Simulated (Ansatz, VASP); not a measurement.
**Two plane-wave programs on ZnSe**

Contents of POSCAR:

```
ZnSe
1.0
    0.0000000000      2.8324246788      2.8324246788
    2.8324246788      0.0000000000      2.8324246788
    2.8324246788      2.8324246788      0.0000000000
Zn Se
1 1
Direct
    0.0000000000      0.0000000000      0.0000000000
    0.2500000000      0.2500000000      0.2500000000
```

File INCAR.step1:

```
ALGO     = Normal         # electronic algorithm
EDIFF    = 1E-5           # SCF threshold, eV
ENCUT    = 520            # plane-wave cutoff, eV
GGA      = PE             # functional
ISIF     = 2              # what is computed and relaxed
ISMEAR   = 0              # smearing method
LASPH    = True           # aspherical terms in the spheres
LCHARG   = False          # write CHGCAR
LREAL    = False          # projectors in reciprocal space
LWAVE    = True           # write WAVECAR
NBANDS   = 16             # bands
NELM     = 80             # most SCF steps
PREC     = Accurate       # precision mode
SIGMA    = 0.01           # smearing width, eV
```

INCAR.step2

```
AEXX     = 0.5            # exact-exchange fraction
ALGO     = Normal         # electronic algorithm
EDIFF    = 1E-7           # SCF threshold, eV
ENCUT    = 520            # plane-wave cutoff, eV
GGA      = PE             # functional
HFSCREEN = 0.5            # screening, 1/A
ISIF     = 2              # what is computed and relaxed
ISMEAR   = 0              # smearing method
ISTART   = 1            
LASPH    = True           # aspherical terms in the spheres
LCHARG   = False          # write CHGCAR
LHFCALC  = True           # exact exchange
LREAL    = False          # projectors in reciprocal space
LWAVE    = False          # write WAVECAR
NBANDS   = 16             # bands
NELM     = 80             # most SCF steps
PREC     = Accurate       # precision mode
PRECFOCK = Normal       
SIGMA    = 0.01           # smearing width, eV
```

File KPOINTS:

```
k-points
0
Gamma
  4 4 4
```

Input for Ansatz:

```yaml
crystal:
  lattice:
    - [0.0, 2.8324246788, 2.8324246788]
    - [2.8324246788, 0.0, 2.8324246788]
    - [2.8324246788, 2.8324246788, 0.0]
  atoms:
    - { symbol: Zn, position: [0.0, 0.0, 0.0] }
    - { symbol: Se, position: [0.25, 0.25, 0.25] }
kpoints:
  mp_grid: { grid: [4, 4, 4] }
hamiltonian:
  xc: { exchange: pbe, correlation: pbe, exx: { coeff: 0.5, omega: 0.5 } }
scf:
  occupations: { method: fixed }
  n_extra_bands: 4
output:
  forces: true
  stress: true
  eigenvalues: true
```

Alike in both runs: task single point; functional PBE-based screened hybrid; k mesh 4 × 4 × 4; no spin polarisation.

|  | VASP | Ansatz |
| --- | --- | --- |
| version | VASP 6.6.1 | Ansatz 0.2.0 |
| potentials or method | VASP PAW PBE potentials, release 64 (Zn, Se) | plane waves |
| plane-wave cutoff (eV) | 520 | 420 |
| occupations | gaussian, width 0.01 eV | fixed |
| valence electrons in the cell | 18 | 28 |

Ansatz gave:

* gap on the k mesh at the Fermi level (eV): 2.64
* pressure (GPa): 1.9

**Question.** Estimate VASP's values.

**Answer.** gap on the k mesh at the Fermi level (eV): 2.63; pressure (GPa): 1.7.

VASP's potentials were made for PBE, not for PBE-based screened hybrid. VASP's potentials hold 18 valence electrons a cell and Ansatz's 28, so a difference there can come from the potentials and not from the codes. Ansatz's warnings: stress exchange threshold loose, stress scf threshold loose.

The k mesh is coarse, so the values compare programs but aren't converged.
